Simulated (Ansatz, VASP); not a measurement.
# Two plane-wave programs on Cu3O

```
Cu O
1.0
     3.54964    0.00000    0.00000
     0.00000    3.54964    0.00000
     0.00000    0.00000    3.53267
Cu O
3 1
Cartesian
  0.0000 1.7748 1.7663
  1.7748 0.0000 1.7663
  1.7748 1.7748 0.0000
  0.0000 0.0000 0.0000
```

Alike in both runs: functional PBE; k mesh 14 × 14 × 14; occupations gaussian, width 0.1 eV; no spin polarisation.

Ansatz relaxed the structure, and its values are those at the end. VASP's run is a single point on that final structure, the one shown.

|  | VASP | Ansatz |
| --- | --- | --- |
| version | VASP 6.6.1 | Ansatz 0.2.0 |
| potentials or method | VASP PAW PBE potentials, release 64 (Cu, O), cutoff 520 eV | scalar-relativistic, plane waves, PAW |
| valence electrons in the cell | 39 | 63 |

Ansatz gave:

```
gap on the k mesh at the Fermi level (eV) : none
pressure (GPa)                            : 0.0
```

**Question.** What did VASP give for the same quantities?

**Answer.** gap on the k mesh at the Fermi level (eV): none; pressure (GPa): 0.4.

A gap of «none» marks a metal or a gap that the smearing closes. With one functional, cell and mesh, what is left measures potentials, basis and numerics. VASP's potentials hold 39 valence electrons a cell and Ansatz's 63, so a difference there can come from the potentials and not from the codes.
